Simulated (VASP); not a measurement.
# Ta4C3 (P4mm) in VASP: notebook

Ta4C3 is run at these levels: PBEsol; tasks: single point.

Everything below comes from runs of VASP 6.6.1. Logs are shortened: lines on timing, memory, paths and dates and some standing lists are left out, and cuts for length are marked.

## 1. The cell of the first run

The structure is tetragonal, space group P4mm (No. 99). The conventional cell has a = 4.403 Å, b = 4.403 Å, c = 4.403 Å, α = 90.00°, β = 90.00°, γ = 90.00°. Ta (site symmetry 4mm) has 4 C at 2.20 Å within 2.9 Å. Within 2.9 Å of Ta (site symmetry 2mm) lie 4 C at 2.20 Å and 2 Ta at 2.72 Å. Ta (site symmetry 4mm) has 1 C at 1.60 Å within 2.1 Å. Within 2.1 Å of C (site symmetry 4mm) lie 1 Ta at 1.60 Å. C (site symmetry 2mm) has 6 Ta at 2.20 to 2.28 Å within 2.9 Å.

## 2. Single point, PBEsol (atom 4 (Ta) moved -0.600 Å towards its neighbour atom 5 (C) at 2.201 Å)

INCAR reads:

```
SYSTEM = Ta4C3
PREC = Accurate
ENCUT = 520
EDIFF = 1E-6
ISMEAR = 0
SIGMA = 0.15
LREAL = .FALSE.
LASPH = .TRUE.
NELM = 80
ALGO = Normal
ISIF = 2
LWAVE = .FALSE.
LCHARG = .FALSE.
GGA = PS
NBANDS = 37
```

KPOINTS reads:

```
Automatic mesh
0
G
  10 10 10
  0 0 0
```

POSCAR reads:

```
Ta4C3
1.0
    4.4026021986      0.0000000000      0.0000000000
    0.0000000000      4.4026021986      0.0000000000
    0.0000000000      0.0000000000      4.4026021986
Ta C
4 3
Direct
    0.0000000000      0.5000000000      0.5000000000
    0.5000000000      0.0000000000      0.5000000000
    0.5000000000      0.5000000000      0.0000000000
    0.1362830374      0.0000000000      0.0000000000
    0.5000000000      0.0000000000      0.0000000000
    0.0000000000      0.5000000000      0.0000000000
    0.0000000000      0.0000000000      0.5000000000
```

Potentials or basis: VASP PAW PBE potentials, release 64 (Ta_pv, C).

Run with:

```console
cat potpaw_PBE.64/Ta_pv/POTCAR potpaw_PBE.64/C/POTCAR > POTCAR
mpirun -np 1 vasp_std > vasp.out
```

OUTCAR:

```text
SYSTEM = Ta4C3
   PREC = Accurate
   ENCUT = 520
   EDIFF = 1E-6
   ISMEAR = 0
   LREAL = .FALSE.
   LASPH = .TRUE.
   NELM = 80
   ISIF = 2
   GGA = PS

 ion  position               nearest neighbor table
   1  0.000  0.500  0.500-   6 2.20   7 2.20   6 2.20   7 2.20   3 3.11   2 3.11   2 3.11   3 3.11
                             2 3.11   3 3.11   3 3.11   2 3.11   4 3.17   4 3.17   4 3.17   4 3.17
   2  0.500  0.000  0.500-   5 2.20   7 2.20   5 2.20   7 2.20   4 2.72   4 2.72   3 3.11   1 3.11
                             1 3.11   3 3.11   3 3.11   1 3.11   3 3.11   1 3.11   4 3.56   4 3.56
   3  0.500  0.500  0.000-   5 2.20   6 2.20   5 2.20   6 2.20   4 2.72   4 2.72   2 3.11   2 3.11
                             2 3.11   1 3.11   2 3.11   1 3.11   1 3.11   1 3.11   4 3.56   4 3.56
   4  0.136  0.000  0.000-   5 1.60   6 2.28   7 2.28   7 2.28   6 2.28   2 2.72   3 2.72   3 2.72
                             2 2.72   5 2.80   1 3.17   1 3.17   1 3.17   1 3.17   3 3.56   2 3.56
   5  0.500  0.000  0.000-   4 1.60   3 2.20   2 2.20   2 2.20   3 2.20   4 2.80
   6  0.000  0.500  0.000-   1 2.20   3 2.20   1 2.20   3 2.20   4 2.28   4 2.28
   7  0.000  0.000  0.500-   1 2.20   2 2.20   1 2.20   2 2.20   4 2.28   4 2.28

  LATTYP: Found a simple cubic cell.
 ALAT       =     4.4026021986

  Lattice vectors:

 A1 = (   4.4026021986,   0.0000000000,   0.0000000000)
 A2 = (   0.0000000000,   4.4026021986,   0.0000000000)
 A3 = (   0.0000000000,   0.0000000000,   4.4026021986)

Analysis of symmetry for initial positions (statically):
=====================================================================
 Subroutine PRICEL returns:
 Original cell was already a primitive cell.

 Routine SETGRP: Setting up the symmetry group for a
 simple cubic supercell.

 Subroutine GETGRP returns: Found  8 space group operations
 (whereof  8 operations were pure point group operations)
 out of a pool of 48 trial point group operations.

The static configuration has the point symmetry C_4v.

Analysis of symmetry for dynamics (positions and initial velocities):
=====================================================================
 Subroutine PRICEL returns:
 Original cell was already a primitive cell.

 Routine SETGRP: Setting up the symmetry group for a
 simple cubic supercell.

 Subroutine GETGRP returns: Found  8 space group operations
 (whereof  8 operations were pure point group operations)
 out of a pool of 48 trial point group operations.

The dynamic configuration has the point symmetry C_4v.

 Subroutine INISYM returns: Found  8 space group operations
 (whereof  8 operations are pure point group operations),
 and found     1 'primitive' translations

----------------------------------------------------------------------------------------

                                     Primitive cell

  volume of cell :      85.3352

  direct lattice vectors                    reciprocal lattice vectors
     4.402602199  0.000000000  0.000000000     0.227138396  0.000000000  0.000000000
     0.000000000  4.402602199  0.000000000     0.000000000  0.227138396  0.000000000
     0.000000000  0.000000000  4.402602199     0.000000000  0.000000000  0.227138396

  length of vectors
     4.402602199  4.402602199  4.402602199     0.227138396  0.227138396  0.227138396

  position of ions in fractional coordinates (direct lattice)
     0.000000000  0.500000000  0.500000000
     0.500000000  0.000000000  0.500000000
     0.500000000  0.500000000  0.000000000
     0.136283037  0.000000000  0.000000000
     0.500000000  0.000000000  0.000000000
     0.000000000  0.500000000  0.000000000
     0.000000000  0.000000000  0.500000000

  ion indices of the primitive-cell ions
   primitive index   ion index
                 1           1
                 2           2
                 3           3
                 4           4
                 5           5
                 6           6
                 7           7

----------------------------------------------------------------------------------------

 KPOINTS: Automatic mesh

Automatic generation of k-mesh.
 Grid dimensions read from file:
 generate k-points for:   10   10   10

 Generating k-lattice:

  Cartesian coordinates                     Fractional coordinates (reciprocal lattice)
     0.022713840  0.000000000  0.000000000     0.100000000  0.000000000  0.000000000
     0.000000000  0.022713840  0.000000000     0.000000000  0.100000000  0.000000000
     0.000000000  0.000000000  0.022713840     0.000000000  0.000000000  0.100000000

  Length of vectors
     0.022713840  0.022713840  0.022713840

  Shift w.r.t. Gamma in fractional coordinates (k-lattice)
     0.000000000  0.000000000  0.000000000

 Subroutine IBZKPT returns following result:
 ===========================================

 Found    126 irreducible k-points:

 Following reciprocal coordinates:
            Coordinates               Weight
[... 58 lines left out ...]
   LRPA    =     F    only Hartree local field effects (RPA)
 non-spin polarized calculation
 Gauss-broadening in eV      SIGMA  =   0.15
  energy-cutoff  :      520.00
  volume of cell :       85.34
 maximum number of plane-waves:      2325
 NGX is ok and might be reduce to    36
   NGX = 17   NGY = 17   NGZ = 17

 number of electron      56.0000019 magnetization

 Free energy of the ion-electron system (eV)
  ---------------------------------------------------
  ext. energy  EPLUGINS =         0.00000000
  ---------------------------------------------------
  free energy    TOTEN  =       -77.30610323 eV

  energy without entropy =      -77.27286874  energy(sigma->0) =      -77.28948599

 E-fermi :   6.9155     XC(G=0): -13.0401

 val. band max:        6.9106650849   @ k =   0.5000   0.1000   0.0000
 cond. band min:       6.9185370110   @ k =   0.1000   0.3000   0.1000
 fundamental gap:      0.0078719261
 Fermi energy:         6.9155252910

 k-point     1 :       0.0000    0.0000    0.0000
  band No.  band energies     occupation
      1     -28.2627      2.00000
      2     -28.0065      2.00000
      3     -28.0065      2.00000
      4     -27.5376      2.00000
      5     -27.5376      2.00000
      6     -27.5102      2.00000
[... 29 lines left out ...]
     36      11.0653      0.00000
     37      12.0040      0.00000

 k-point     2 :       0.1000    0.0000    0.0000
  band No.  band energies     occupation
      1     -28.2584      2.00000
      2     -28.0010      2.00000
      3     -28.0010      2.00000
      4     -27.5373      2.00000
      5     -27.5373      2.00000
      6     -27.5051      2.00000
[... 29 lines left out ...]
     36      11.1459      0.00000
     37      11.9847      0.00000

 k-point     3 :       0.0000    0.1000    0.0000
  band No.  band energies     occupation
      1     -28.2829      2.00000
      2     -27.9990      2.00000
      3     -27.9787      2.00000
      4     -27.5512      2.00000
      5     -27.5418      2.00000
      6     -27.4828      2.00000
[... 29 lines left out ...]
     36      11.1923      0.00000
     37      11.8372      0.00000

 k-point     4 :       0.2000    0.0000    0.0000
  band No.  band energies     occupation
      1     -28.2469      2.00000
      2     -27.9861      2.00000
      3     -27.9861      2.00000
      4     -27.5372      2.00000
      5     -27.5372      2.00000
      6     -27.4894      2.00000
[... 29 lines left out ...]
     36      11.3341      0.00000
     37      11.5060      0.00000
[... 683 lines left out ...]
      1     -28.3961      2.00000
      2     -27.9204      2.00000
      3     -27.7666      2.00000
      4     -27.5875      2.00000
      5     -27.5872      2.00000
      6     -27.4488      2.00000
[... 29 lines left out ...]
     36      10.6602      0.00000
     37      11.0141      0.00000

 k-point    23 :       0.5000    0.1000    0.0000
  band No.  band energies     occupation
      1     -28.2510      2.00000
      2     -27.9379      2.00000
      3     -27.9082      2.00000
      4     -27.5776      2.00000
      5     -27.5402      2.00000
      6     -27.4102      2.00000
[... 29 lines left out ...]
     36      11.1982      0.00000
     37      11.2992      0.00000

 k-point    24 :       0.0000    0.5000    0.1000
  band No.  band energies     occupation
      1     -28.4280      2.00000
      2     -27.8851      2.00000
      3     -27.7364      2.00000
      4     -27.5943      2.00000
      5     -27.5669      2.00000
      6     -27.4661      2.00000
[... 29 lines left out ...]
     36      10.7100      0.00000
     37      10.7852      0.00000

 [... further k-points ...]

------------------------ aborting loop because EDIFF is reached ----------------------------------------

  FORCE on cell =-STRESS in cart. coord.  units (eV):
  Direction    XX          YY          ZZ          XY          YZ          ZX
  --------------------------------------------------------------------------------------
  -------------------------------------------------------------------------------------
  Total       35.7239734      5.1108392      5.1108392     -0.0000000     -0.0000000      0.0000000
  in kB      670.7211500     95.9565132     95.9565132     -0.0000000     -0.0000000      0.0000000
  external PRESSURE =     287.5447255 kB  Pullay stress =       0.0000000 kB

 VOLUME and BASIS-vectors are now :
 -----------------------------------------------------------------------------
  energy-cutoff  :      520.00
  volume of cell :       85.34
      direct lattice vectors                 reciprocal lattice vectors
     4.402602199  0.000000000  0.000000000     0.227138396  0.000000000  0.000000000
     0.000000000  4.402602199  0.000000000     0.000000000  0.227138396  0.000000000
     0.000000000  0.000000000  4.402602199     0.000000000  0.000000000  0.227138396

 POSITION                                       TOTAL-FORCE (eV/Angst)
 -----------------------------------------------------------------------------------
      0.00000      2.20130      2.20130         0.095527     -0.000000      0.000000
      2.20130      0.00000      2.20130         3.116917      0.000000      0.000000
      2.20130      2.20130      0.00000         3.116917      0.000000      0.000000
      0.60000      0.00000      0.00000       -26.553799      0.000000     -0.000000
      2.20130      0.00000      0.00000        18.691465      0.000000      0.000000
      0.00000      2.20130      0.00000         0.766486      0.000000      0.000000
      0.00000      0.00000      2.20130         0.766486      0.000000      0.000000
 -----------------------------------------------------------------------------------
    total drift:                                0.000378      0.000000     -0.000000

  FREE ENERGIE OF THE ION-ELECTRON SYSTEM (eV)
  ---------------------------------------------------
  free  energy   TOTEN  =       -77.3061032290 eV

  energy  without entropy=      -77.2728687441  energy(sigma->0) =      -77.28948599
```

Wall time 8.5 min (1 thread of Intel Xeon 8259CL, shared host); peak memory 0.42 GiB.

Results:

```
Free energy            : -77.3061 eV
Pressure               : 28.8 GPa
Largest force          : 26.554 eV/Å
Band gap on the k mesh : zero (bands 28 and 29 overlap by 0.91 eV)
```

Forces in eV/Å, atoms in the order of the input:
```
Ta    0.096   0.000   0.000
Ta    3.117   0.000   0.000
Ta    3.117   0.000   0.000
Ta  -26.554   0.000   0.000
C    18.691   0.000   0.000
C     0.766   0.000   0.000
C     0.766   0.000   0.000
```

Caveat: the cell differs from its parent crystal (atom 4 (Ta) moved -0.600 Å towards its neighbour atom 5 (C) at 2.201 Å); the stress differs along the axes, from 10 to 67 GPa; the PAW data sets were made with another functional, which shifts forces and pressure a little; spin-orbit coupling is left out, which moves the levels of the heavy elements.

## 3. Single point, PBEsol (atom 4 (Ta) moved +0.400 Å towards its neighbour atom 5 (C) at 2.201 Å)

INCAR reads:

```
PREC = Accurate
ENCUT = 520
EDIFF = 1E-7
ISMEAR = 0
SIGMA = 0.15
LREAL = F
LASPH = T
NELM = 60
ALGO = Normal
ISIF = 2
LWAVE = F
LCHARG = F
GGA = PS
NBANDS = 37
```

KPOINTS reads:

```
Automatic mesh
0
Gamma
  10 10 10
```

POSCAR, as its differences from that of step 2:

```diff
@@ -11,3 +11,3 @@
     0.5000000000      0.5000000000      0.0000000000
-    0.1362830374      0.0000000000      0.0000000000
+   -0.0908553583      0.0000000000      0.0000000000
     0.5000000000      0.0000000000      0.0000000000
```

Potentials or basis: VASP PAW PBE potentials, release 64 (Ta_pv, C).

Run with:

```console
cat potpaw_PBE.64/Ta_pv/POTCAR potpaw_PBE.64/C/POTCAR > POTCAR
mpirun -np 1 vasp_std > vasp.out
```

It took 6.6 min on 1 thread of Intel Xeon 8259CL, shared host; peak memory 0.42 GiB.

It converged, with:

```yaml
Free_energy: -80.9411 eV
Pressure: 11.8 GPa
Largest_force: 11.507 eV/Å
Band_gap_on_the_k_mesh: zero (bands 28 and 29 overlap by 1.01 eV)
```

Forces in eV/Å, atoms in the order of the input:
```
Ta  -0.066  0.000  0.000
Ta  -1.742  0.000  0.000
Ta  -1.742  0.000  0.000
Ta  11.507  0.000  0.000
C   -6.811  0.000  0.000
C   -0.574  0.000  0.000
C   -0.574  0.000  0.000
```

Stress tensor (GPa, compression positive):
```
28.62  0.00  0.00
 0.00  3.43  0.00
 0.00  0.00  3.43
```

Levels at points of the mesh, in eV from the Fermi level:
| k point | band 24 | band 25 | band 26 | band 27 | band 28 | band 29 | band 30 | band 31 | band 32 | band 33 |
| --- | --- | --- | --- | --- | --- | --- | --- | --- | --- | --- |
| (0.00, 0.00, 0.00) | -1.99 | -1.47 | -1.18 | -0.67 | -0.67 | -0.23 | 0.39 | 0.39 | 1.67 | 2.34 |
| (0.50, 0.00, 0.00) | -3.06 | -1.86 | -1.72 | -1.72 | 0.14 | 0.14 | 0.82 | 1.49 | 1.49 | 1.94 |
| (0.00, 0.50, 0.00) | -3.02 | -2.06 | -2.05 | -1.06 | 0.29 | 0.38 | 0.85 | 1.69 | 2.41 | 2.51 |
| (0.50, 0.50, 0.00) | -4.12 | -1.78 | -1.76 | -0.36 | -0.32 | 0.86 | 2.10 | 2.38 | 2.56 | 3.39 |
| (0.00, 0.50, 0.50) | -3.67 | -1.80 | -1.70 | -0.44 | -0.44 | 1.67 | 1.74 | 1.82 | 1.82 | 2.18 |
| (0.50, 0.50, 0.50) | -4.73 | -1.09 | -1.09 | -0.94 | -0.20 | 2.61 | 3.50 | 3.50 | 3.52 | 3.79 |

Caveat: the cell differs from its parent crystal (atom 4 (Ta) moved +0.400 Å towards its neighbour atom 5 (C) at 2.201 Å); the stress differs along the axes, from 3 to 29 GPa; the PAW data sets were made with another functional, which shifts forces and pressure a little; spin-orbit coupling is left out, which moves the levels of the heavy elements.

## 4. Single point, PBEsol (atom 4 (Ta) moved -0.200 Å towards its neighbour atom 5 (C) at 2.201 Å)

INCAR reads:

```
SYSTEM = Ta4C3
ALGO = Normal ; EDIFF = 1E-6
ENCUT = 520 ; GGA = PS
ISIF = 2 ; ISMEAR = 0
LASPH = .TRUE. ; LCHARG = .FALSE.
LREAL = .FALSE. ; LWAVE = .FALSE.
NBANDS = 37 ; NELM = 60
PREC = Accurate ; SIGMA = 0.15
```

KPOINTS reads:

```
k-points
0
G
  10 10 10
  0 0 0
```

POSCAR, as its differences from that of step 3:

```diff
@@ -11,3 +11,3 @@
     0.5000000000      0.5000000000      0.0000000000
-   -0.0908553583      0.0000000000      0.0000000000
+    0.0454276791      0.0000000000      0.0000000000
     0.5000000000      0.0000000000      0.0000000000
```

Run with:

```console
cat potpaw_PBE.64/Ta_pv/POTCAR potpaw_PBE.64/C/POTCAR > POTCAR
mpirun -np 1 vasp_std > vasp.out
```

Run time: 6.4 min. Hardware: 1 thread of Intel Xeon 8259CL, shared host; peak memory 0.42 GiB.

Results (log left out):

```
Free energy            : -82.4052 eV
Pressure               : 3.3 GPa
Largest force          : 4.017 eV/Å
Band gap on the k mesh : zero (bands 28 and 29 overlap by 1.12 eV)
```

Forces in eV/Å, atoms in the order of the input:
```
Ta   0.012  0.000  0.000
Ta   0.730  0.000  0.000
Ta   0.730  0.000  0.000
Ta  -4.017  0.000  0.000
C    1.988  0.000  0.000
C    0.278  0.000  0.000
C    0.278  0.000  0.000
```

Stress tensor (GPa, compression positive):
```
7.60 0.00 0.00
0.00 1.16 0.00
0.00 0.00 1.16
```

Levels at points of the mesh, in eV from the Fermi level:
```tsv
k point	band 25	band 26	band 27	band 28	band 29	band 30	band 31	band 32
(0.00, 0.00, 0.00)	-1.33	-0.82	-0.79	-0.79	-0.48	-0.05	-0.05	1.53
(0.50, 0.00, 0.00)	-2.13	-1.87	-1.87	0.25	0.25	0.83	1.82	1.82
(0.00, 0.50, 0.00)	-2.17	-1.98	-1.58	0.29	0.31	0.84	2.01	2.45
(0.50, 0.50, 0.00)	-1.77	-1.74	-0.36	-0.35	1.21	1.95	2.11	2.28
(0.00, 0.50, 0.50)	-1.75	-1.74	-0.38	-0.38	1.73	1.78	1.78	2.13
(0.50, 0.50, 0.50)	-1.09	-1.09	-1.05	-0.08	3.25	3.40	3.40	3.43
```

Caveat: the cell differs from its parent crystal (atom 4 (Ta) moved -0.200 Å towards its neighbour atom 5 (C) at 2.201 Å); the stress differs along the axes, from 1 to 8 GPa; the PAW data sets were made with another functional, which shifts forces and pressure a little; spin-orbit coupling is left out, which moves the levels of the heavy elements.

## 5. Overview

| cell | gap on the mesh (eV) | pressure (GPa) | largest force (eV/Å) |
| --- | --- | --- | --- |
| as given, atomic positions A | none | 28.8 | 26.55 |
| as given, atomic positions B | none | 11.8 | 11.51 |
| as given, atomic positions C | none | 3.3 | 4.02 |

Alike in all rows: task single point; level PBEsol; potentials or basis VASP PAW PBE potentials, release 64 (Ta_pv, C); no spin polarisation; k mesh 10 × 10 × 10; cutoff (eV) 520; smearing gaussian 0.15 eV.

Caveats: the PAW data sets were made with another functional, which shifts forces and pressure a little; spin-orbit coupling is left out, which moves the levels of the heavy elements; the stress differs along the axes, from 10 to 67 GPa (at least some runs); the stress differs along the axes, from 3 to 29 GPa (at least some runs); the stress differs along the axes, from 1 to 8 GPa (at least some runs).

Absolute energies hang on the potentials; compare differences alone.
